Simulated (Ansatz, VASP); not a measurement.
Two plane-wave programs on Al2Cu

The input INCAR:

```
SYSTEM = Al2Cu
ALGO = Fast
EDIFF = 1E-6
ENCUT = 520
GGA = PE
ISIF = 2
ISMEAR = 0
LASPH = .TRUE.
LCHARG = .FALSE.
LREAL = .FALSE.
LWAVE = .FALSE.
NBANDS = 26
NELM = 80
PREC = Accurate
SIGMA = 0.15
```

The input KPOINTS:

```
k-points
0
G
  10 10 10
  0 0 0
```

File POSCAR:

```
Al2Cu
1.0
   -2.9656500000      2.9656500000      2.3924500000
    2.9656500000     -2.9656500000      2.3924500000
    2.9656500000      2.9656500000     -2.3924500000
Al Cu
4 2
Direct
    0.1587211657      0.6587211657      0.8174423314
    0.6587211657      0.8412788343      0.5000000000
    0.8412788343      0.3412788343      0.1825576686
    0.3412788343      0.1587211657      0.5000000000
    0.7500000000      0.7500000000      0.0000000000
    0.2500000000      0.2500000000      0.0000000000
```

Input for Ansatz:

```yaml
crystal:
  lattice:
    - [-2.96565, 2.96565, 2.39245]
    - [2.96565, -2.96565, 2.39245]
    - [2.96565, 2.96565, -2.39245]
  atoms:
    - { symbol: Al, position: [0.1587211657, 0.6587211657, 0.8174423314] }
    - { symbol: Al, position: [0.6587211657, 0.8412788343, 0.5] }
    - { symbol: Al, position: [0.8412788343, 0.3412788343, 0.1825576686] }
    - { symbol: Al, position: [0.3412788343, 0.1587211657, 0.5] }
    - { symbol: Cu, position: [0.75, 0.75, 0.0] }
    - { symbol: Cu, position: [0.25, 0.25, 0.0] }
basis:
  ecutwfc: 520.0
kpoints:
  mp_grid: { grid: [10, 10, 10] }
hamiltonian:
  xc: pbe
  pseudopotentials: { kind: paw, azcp: { folder: soft_1 } }
scf:
  occupations: { method: gaussian, width: 0.15 }
output:
  forces: true
  stress: true
  eigenvalues: true
```

Alike in both runs: task single point; functional PBE; k mesh 10 × 10 × 10; occupations gaussian, width 0.15 eV; no spin polarisation.

|  | VASP | Ansatz |
| --- | --- | --- |
| version | VASP 6.6.1 | Ansatz 0.2.0 |
| potentials or method | VASP PAW PBE potentials, release 64 (Al, Cu), cutoff 520 eV | scalar-relativistic, plane waves, PAW |
| valence electrons in the cell | 34 | 50 |

Ansatz gave:

- gap on the k mesh at the Fermi level (eV): none
- pressure (GPa): 7.0
- rms of the force components (eV/Å): 0.021

Q: Which values does VASP return?

A: gap on the k mesh at the Fermi level (eV): none; pressure (GPa): 7.3; rms of the force components (eV/Å): 0.023.

Atom by atom the forces differ by 0.001 eV/Å (rms over components). A gap of «none» marks a metal or a gap that the smearing closes. With one functional, cell and mesh, what is left measures potentials, basis and numerics. VASP's potentials hold 34 valence electrons a cell and Ansatz's 50, so a difference there can come from the potentials and not from the codes.
